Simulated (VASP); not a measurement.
Input of a VASP 6.6.1 run:

The input INCAR:

```
SYSTEM = YMn2
  PREC = Accurate
  ENCUT = 600
  EDIFF = 1E-6
  ISMEAR = -1
  SIGMA = 0.1
  LREAL = .False.
  LASPH = .True.
  NELM = 60
  ALGO = Normal
  ISIF = 3
  LWAVE = .False.
  LCHARG = .False.
  GGA = PE
  IBRION = 2
  NSW = 60
  EDIFFG = -0.01
```

KPOINTS

```
regular mesh
0
Gamma
  4 4 4
  0 0 0
```

Contents of POSCAR:

```
YMn2
1.0
    0.0000000000      3.8762610000      3.8762610000
    3.8762610000      0.0000000000      3.8762610000
    3.8762610000      3.8762610000      0.0000000000
Mn Y
4 2
Direct
    0.6250000000      0.6250000000      0.6250000000
    0.1250000000      0.6250000000      0.6250000000
    0.6250000000      0.6250000000      0.1250000000
    0.6250000000      0.1250000000      0.6250000000
    0.0000000000      0.0000000000      0.0000000000
    0.2500000000      0.2500000000      0.2500000000
```

Potentials or basis: VASP PAW PBE potentials, release 64 (Mn_pv, Y_sv).

Run with:

```sh
$ cat potpaw_PBE.64/Mn_pv/POTCAR potpaw_PBE.64/Y_sv/POTCAR > POTCAR
$ mpirun -np 1 vasp_std > vasp.out
```

Question: Estimate the band gap on the k mesh.

Answer: Zero (bands 37 and 38 overlap by 1.11 eV).

Question: Predict the space group after relaxing (to 0.1 Å).

Answer: Fd-3m (No. 227).

Question: Predict the relaxed cell.

Answer: a = 5.108 Å, b = 5.108 Å, c = 5.108 Å, α = 60.00°, β = 60.00°, γ = 60.00°.

The path:
| step | energy change (eV) | largest force (eV/Å) | pressure (GPa) | volume (Å³) |
| --- | --- | --- | --- | --- |
| 1 | 0.0000 | 0.0000 | -18.97 | 116.48 |
| 2 | -0.7022 | 0.0000 | 25.80 | 81.87 |
| 3 | -1.5848 | 0.0000 | -0.50 | 94.50 |
| 4 | -1.5852 | 0.0000 | 0.13 | 94.10 |
| 5 | -1.5853 | 0.0000 | -0.09 | 94.25 |

Caveat: the volume moved by over 15 % at a fixed basis, so the end points are rough; the run has no spin polarisation, though such a crystal can be magnetic. Spin polarisation is off, so any magnetic state and its effect on volume and gap are missing.
